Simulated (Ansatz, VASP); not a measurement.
## SrO: VASP beside Ansatz

```
Sr O
1.0
     0.00000    2.51840    2.56980
     2.51840    0.00000    2.56980
     2.51840    2.51840    0.00000
Sr O
1 1
Direct
  0.00000 0.00000 0.00000
  0.50000 0.50000 0.50000
```

Change from the starting cell: equal xx and yy strain of -2 %.

Alike in both runs: task single point; functional LDA; k mesh 8 × 8 × 8; occupations fermi-dirac, width 0.02 eV; no spin polarisation.

```csv
,VASP,Ansatz
version,VASP 6.6.1,Ansatz 0.2.0
potentials or method,"VASP PAW LDA potentials, release 64 (Sr_sv, O), cutoff 520 eV","all-electron LAPW, scalar-relativistic"
```

```tsv
	VASP	Ansatz	Ansatz less VASP
gap on the k mesh at the Fermi level (eV)	3.01	3.07	+0.063
pressure (GPa)	0.5	-0.3	-0.82
traceless stress, the component that is largest in VASP (GPa)	-2.12	-2.00	+0.124
```

LDA's correlation is that of Perdew and Zunger in VASP and of Perdew and Wang (1992) in Ansatz. Ansatz ran all-electron here, and VASP with PAW potentials.
